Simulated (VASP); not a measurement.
# I (P6/mmm) in VASP: density of states with PBE

Aim: the density of states of I with PBE.

Program: VASP 6.6.1. These are calculated values, not measurements. Logs are shortened: lines on timing, memory, paths and dates and some standing lists are left out, and cuts for length are marked.

## 1. The cell of the first run

The structure is hexagonal, space group P6/mmm (No. 191). The conventional cell has a = 7.386 Å, b = 7.386 Å, c = 2.988 Å, α = 90.00°, β = 90.00°, γ = 120.00°. I (site symmetry 6/mmm) has 2 I at 2.99 Å within 3.9 Å. Within 3.9 Å of I (site symmetry -6m2) lie 2 I at 2.99 Å.

## 2. Density of states, PBE

Input file POSCAR:

```
I
1.0
    7.3858146893      0.0000000000      0.0000000000
   -3.6929073447      6.3963031485      0.0000000000
    0.0000000000      0.0000000000      2.9881312734
I
3
Direct
    0.0000000000      0.0000000000      0.0000000000
    0.3333333333      0.6666666667      0.5000000000
    0.6666666667      0.3333333333      0.5000000000
```

Input file INCAR.step1:

```
SYSTEM = I
ALGO     = Normal         ! electronic algorithm
EDIFF    = 1E-6           ! SCF threshold, eV
ENCUT    = 520            ! plane-wave cutoff, eV
GGA      = PE             ! functional
ISIF     = 2              ! what is computed and relaxed
ISMEAR   = -1             ! smearing method
LASPH    = .True.         ! aspherical terms in the spheres
LCHARG   = .True.         ! write CHGCAR
LREAL    = .False.        ! projectors in reciprocal space
LWAVE    = .False.        ! write WAVECAR
NBANDS   = 18             ! bands
NELM     = 60             ! most SCF steps
PREC     = Accurate       ! precision mode
SIGMA    = 0.1            ! smearing width, eV
```

Input file KPOINTS.step1:

```
k-points
0
Gamma
  6 6 9
  0 0 0
```

Input file INCAR.step2:

```
SYSTEM = I
ALGO     = Normal         ! electronic algorithm
EDIFF    = 1E-6           ! SCF threshold, eV
ENCUT    = 520            ! plane-wave cutoff, eV
GGA      = PE             ! functional
ICHARG   = 11             ! starting density
ISIF     = 2              ! what is computed and relaxed
ISMEAR   = -5             ! smearing method
LASPH    = .True.         ! aspherical terms in the spheres
LCHARG   = .False.        ! write CHGCAR
LORBIT   = 11             ! projections on sites
LREAL    = .False.        ! projectors in reciprocal space
LWAVE    = .False.        ! write WAVECAR
NEDOS    = 2001           ! points of the DOS
NELM     = 60             ! most SCF steps
PREC     = Accurate       ! precision mode
SIGMA    = 0.1            ! smearing width, eV
```

Input file KPOINTS.step2:

```
k-points
0
Gamma
  9 9 14
  0 0 0
```

Potentials or basis: VASP PAW PBE potentials, release 64 (I).

Started as:

```
$ cat potpaw_PBE.64/I/POTCAR > POTCAR
$ cp INCAR.step1 INCAR
$ cp KPOINTS.step1 KPOINTS
$ mpirun -np 1 vasp_std > vasp.out
$ cp INCAR.step2 INCAR
$ cp KPOINTS.step2 KPOINTS
$ mpirun -np 1 vasp_std > vasp.out
```

OUTCAR:

```text
SYSTEM = I
   EDIFF = 1E-6
   ENCUT = 520
   GGA = PE
   ICHARG = 11
   ISIF = 2
   ISMEAR = -5
   LASPH = .True.
   LORBIT = 11
   LREAL = .False.
   NELM = 60
   PREC = Accurate

 ion  position               nearest neighbor table
   1  0.000  0.000  0.000-
   2  0.333  0.667  0.500-
   3  0.667  0.333  0.500-

  LATTYP: Found a hexagonal cell.
 ALAT       =     7.3858146893
 C/A-ratio  =     0.4045770709

  Lattice vectors:

 A1 = (   7.3858146893,   0.0000000000,   0.0000000000)
 A2 = (  -3.6929073447,   6.3963031485,   0.0000000000)
 A3 = (   0.0000000000,   0.0000000000,   2.9881312734)

Analysis of symmetry for initial positions (statically):
=====================================================================
 Subroutine PRICEL returns:
 Original cell was already a primitive cell.

 Routine SETGRP: Setting up the symmetry group for a
 hexagonal supercell.

 Subroutine GETGRP returns: Found 24 space group operations
 (whereof 24 operations were pure point group operations)
 out of a pool of 24 trial point group operations.

The static configuration has the point symmetry D_6h.

Analysis of symmetry for dynamics (positions and initial velocities):
=====================================================================
 Subroutine PRICEL returns:
 Original cell was already a primitive cell.

 Routine SETGRP: Setting up the symmetry group for a
 hexagonal supercell.

 Subroutine GETGRP returns: Found 24 space group operations
 (whereof 24 operations were pure point group operations)
 out of a pool of 24 trial point group operations.

The dynamic configuration has the point symmetry D_6h.

 Subroutine INISYM returns: Found 24 space group operations
 (whereof 24 operations are pure point group operations),
 and found     1 'primitive' translations

----------------------------------------------------------------------------------------

                                     Primitive cell

  volume of cell :     141.1650

  direct lattice vectors                    reciprocal lattice vectors
     7.385814689  0.000000000  0.000000000     0.135394678  0.078170154  0.000000000
    -3.692907345  6.396303149  0.000000000     0.000000000  0.156340307  0.000000000
     0.000000000  0.000000000  2.988131273     0.000000000  0.000000000  0.334657319

  length of vectors
     7.385814689  7.385814689  2.988131273     0.156340307  0.156340307  0.334657319

  position of ions in fractional coordinates (direct lattice)
     0.000000000  0.000000000  0.000000000
     0.333333333  0.666666667  0.500000000
     0.666666667  0.333333333  0.500000000

  ion indices of the primitive-cell ions
   primitive index   ion index
                 1           1
                 2           2
                 3           3

----------------------------------------------------------------------------------------

 KPOINTS: k-points

Automatic generation of k-mesh.
 Grid dimensions read from file:
 generate k-points for:    9    9   14

 Generating k-lattice:

  Cartesian coordinates                     Fractional coordinates (reciprocal lattice)
     0.015043853  0.008685573  0.000000000     0.111111111  0.000000000  0.000000000
     0.000000000  0.017371145  0.000000000     0.000000000  0.111111111  0.000000000
     0.000000000  0.000000000  0.023904094     0.000000000  0.000000000  0.071428571

  Length of vectors
     0.017371145  0.017371145  0.023904094

  Shift w.r.t. Gamma in fractional coordinates (k-lattice)
     0.000000000  0.000000000  0.000000000

 TETIRR: Found   1148 inequivalent tetrahedra from     6804

 Subroutine IBZKPT returns following result:
 ===========================================

 Found     96 irreducible k-points:

 Following reciprocal coordinates:
            Coordinates               Weight
  0.000000  0.000000  0.000000      1.000000
  0.111111  0.000000  0.000000      6.000000
  0.222222 -0.000000  0.000000      6.000000
  0.333333  0.000000  0.000000      6.000000
  0.444444 -0.000000  0.000000      6.000000
  0.111111  0.111111  0.000000      6.000000
[... 16 lines left out ...]
  0.333333  0.222222  0.071429     24.000000
  0.333333  0.333333  0.071429      4.000000
 [... further k-points ...]
   k-points           NKPTS =     96   k-points in BZ     NKDIM =     96   number of bands    NBANDS=     14
   number of dos      NEDOS =   2001   number of ions     NIONS =      3
   total plane-waves  NPLWV =  75264
   dimension x,y,z NGX =    56 NGY =   56 NGZ =   24
   dimension x,y,z NGXF=   112 NGYF=  112 NGZF=   48
   ions per type =               3
   NGX,Y,Z   is equivalent  to a cutoff of  12.60, 12.60, 13.35 a.u.
   NGXF,Y,Z  is equivalent  to a cutoff of  25.21, 25.21, 26.71 a.u.
 SYSTEM =  I
   PREC   = accura    normal or accurate (medium, high low for compatibility)
   ISTART =      0    job   : 0-new  1-cont  2-samecut
   ICHARG =     11    charge: 1-file 2-atom 10-const
   ISPIN  =      1    spin polarized calculation?
   LNONCOLLINEAR =      F non collinear calculations
   LSORBIT =      F    spin-orbit coupling
   LASPH  =      T    aspherical Exc in radial PAW
   ENCUT  =  520.0 eV  38.22 Ry    6.18 a.u.  13.73 13.73  5.56*2*pi/ulx,y,z
   NELM   =     60;   NELMIN=  2; NELMDL=  0     # of ELM steps
   EDIFF  = 0.1E-05   stopping-criterion for ELM
   LREAL  =      F    real-space projection
   EDIFFG = 0.1E-04   stopping-criterion for IOM
   NSW    =      0    number of steps for IOM
   IBRION =     -1    ionic relax: 0-MD 1-quasi-New 2-CG
   NFREE  =      0    steps in history (QN), initial steepest desc. (CG)
   ISIF   =      2    stress and relaxation
   ISYM   =      2    0-nonsym 1-usesym 2-fastsym
   POTIM  = 0.5000    time-step for ionic-motion
   TEBEG  =    0.0;   TEEND  =   0.0 temperature during run
   PSTRESS=    0.0 pullay stress
   NELECT =      21.0000    total number of electrons
   NUPDOWN=      -1.0000    fix difference up-down
   EMIN   =  10.00;   EMAX   =-10.00  energy-range for DOS
   EFERMI =   0.00;   METHOD = LEGACY
   ISMEAR =    -5;   SIGMA  =   0.10  broadening in eV -4-tet -1-fermi 0-gaus
   EFERMI_NEDOS =   21; number of points for ismear=-14 and -15
   IALGO  =     38    algorithm
   IMIX   =      4    mixing-type and parameters
     AMIX     =   0.40;   BMIX     =  1.00
     AMIX_MAG =   1.60;   BMIX_MAG =  1.00
  volume/ion in A,a.u.               =      47.06       317.54
  Fermi-wavevector in a.u.,A,eV,Ry     =   0.867439  1.639222 10.237707  0.752450
  Thomas-Fermi vector in A             =   1.985973
   LORBIT       =     11    0 simple, 1 ext, 2 COOP (PROOUT), +10 PAW based schemes
   GGA     = PE    functional components
   LHFCALC =     F    Hartree Fock is set to
   AEXX    =    0.0000 exact exchange contribution
   IVDW    =     0    specifies the selected vdW correction
   LEPSILON=     F    determine dielectric tensor
   LRPA    =     F    only Hartree local field effects (RPA)
 non-spin polarized calculation
 Fermi weights with tetrahedron method with Bloechl corrections
  energy-cutoff  :      520.00
  volume of cell :      141.17
 maximum number of plane-waves:      3833
 NGX is ok and might be reduce to    56

 number of electron      20.9999999 magnetization

 Free energy of the ion-electron system (eV)
  ---------------------------------------------------
  ext. energy  EPLUGINS =         0.00000000
  ---------------------------------------------------
  free energy    TOTEN  =        -4.24759138 eV

  energy without entropy =       -4.24759138  energy(sigma->0) =       -4.24759138

 E-fermi :   1.4779     XC(G=0):  -7.5858

 val. band max:        1.4808453069   @ k =   0.1111   0.1111   0.3571
 cond. band min:       1.5037072267   @ k =   0.1111   0.0000   0.3571
 fundamental gap:      0.0228619198
 Fermi energy:         1.4779033695

 k-point     1 :       0.0000    0.0000    0.0000
  band No.  band energies     occupation
      1     -11.4218      2.00000
      2     -11.1555      2.00000
      3     -11.0321      2.00000
      4      -1.1013      2.00000
      5      -1.1013      2.00000
      6      -0.9942      2.00000
      7      -0.9942      2.00000
      8       0.4158      2.00000
      9       0.4158      2.00000
     10       4.8517      0.00000
     11       5.0447      0.00000
     12       5.1742      0.00000
     13       6.2498      0.00000
     14       9.7086      0.00000

 k-point     2 :       0.1111    0.0000    0.0000
  band No.  band energies     occupation
      1     -11.4125      2.00000
      2     -11.1614      2.00000
      3     -11.0370      2.00000
      4      -1.2472      2.00000
      5      -1.2142      2.00000
      6      -0.8190      2.00000
      7      -0.7931      2.00000
      8       0.3068      2.00000
      9       0.3951      2.00000
     10       4.8587      0.00000
     11       5.0405      0.00000
     12       5.1707      0.00000
     13       6.4088      0.00000
     14       8.9635      0.00000

 k-point     3 :       0.2222   -0.0000    0.0000
  band No.  band energies     occupation
      1     -11.3860      2.00000
      2     -11.1782      2.00000
      3     -11.0500      2.00000
      4      -1.3970      2.00000
      5      -1.2577      2.00000
      6      -0.5842      2.00000
      7      -0.5048      2.00000
      8       0.0266      2.00000
      9       0.3322      2.00000
     10       4.8784      0.00000
     11       5.0284      0.00000
     12       5.1613      0.00000
     13       6.8286      0.00000
     14       8.1214      0.00000
[... 324 lines left out ...]
 k-point    23 :       0.3333    0.2222    0.0714
  band No.  band energies     occupation
      1     -11.2188      2.00000
      2     -11.1690      2.00000
      3     -11.0171      2.00000
      4      -1.3055      2.00000
      5      -1.0853      2.00000
      6      -0.8051      2.00000
      7       0.0374      2.00000
      8       0.0698      2.00000
      9       0.1897      2.00000
     10       4.2397      0.00000
     11       4.2810      0.00000
     12       4.4293      0.00000
     13       7.2652      0.00000
     14       7.5346      0.00000

 k-point    24 :       0.3333    0.3333    0.0714
  band No.  band energies     occupation
      1     -11.1912      2.00000
      2     -11.1912      2.00000
      3     -11.0233      2.00000
      4      -1.1447      2.00000
      5      -1.0628      2.00000
      6      -1.0627      2.00000
      7       0.0960      2.00000
      8       0.1477      2.00000
      9       0.1478      2.00000
     10       4.2626      0.00000
     11       4.2626      0.00000
     12       4.4244      0.00000
     13       7.3446      0.00000
     14       7.3581      0.00000

 [... further k-points ...]
[... 5 lines left out ...]
  --------------------------------------------------------------------------------------
  -------------------------------------------------------------------------------------
  Total       -1.7242577     -1.7242577      0.4777561      0.0000000      0.0000000      0.0000000
  in kB      -19.5697664    -19.5697664      5.4223772      0.0000000      0.0000000      0.0000000
  external PRESSURE =     -11.2390519 kB  Pullay stress =       0.0000000 kB

 VOLUME and BASIS-vectors are now :
 -----------------------------------------------------------------------------
  energy-cutoff  :      520.00
  volume of cell :      141.17
      direct lattice vectors                 reciprocal lattice vectors
     7.385814689  0.000000000  0.000000000     0.135394678  0.078170154  0.000000000
    -3.692907345  6.396303149  0.000000000     0.000000000  0.156340307  0.000000000
     0.000000000  0.000000000  2.988131273     0.000000000  0.000000000  0.334657319

 POSITION                                       TOTAL-FORCE (eV/Angst)
 -----------------------------------------------------------------------------------
      0.00000      0.00000      0.00000        -0.000000      0.000000      0.000000
     -0.00000      4.26420      1.49407        -0.000000      0.000000      0.000000
      3.69291      2.13210      1.49407         0.000000     -0.000000      0.000000
 -----------------------------------------------------------------------------------
    total drift:                                0.000000     -0.000000      0.000000

  FREE ENERGIE OF THE ION-ELECTRON SYSTEM (eV)
  ---------------------------------------------------
  free  energy   TOTEN  =        -4.2475913762 eV

  energy  without entropy=       -4.2475913762  energy(sigma->0) =       -4.24759138

 total charge

# of ion       s       p       d       tot
------------------------------------------
    1        1.535   2.690   0.022   4.248
    2        1.539   2.591   0.023   4.153
    3        1.539   2.591   0.023   4.153
--------------------------------------------------
tot          4.613   7.872   0.069  12.554
```

Run time: 1.9 min. Hardware: 1 thread of AMD EPYC 9R45 (Zen 5), shared host; peak memory 0.31 GiB.

Results:

```
Valence electrons inside the program's atomic spheres : I 4.25, 4.15
```

Caveat: spin-orbit coupling is left out, which moves the levels of the heavy elements; an odd number of electrons without spin polarisation forces a metal; a magnetic or distorted state may lie lower; tetrahedron occupations give inexact forces and stress in metals.
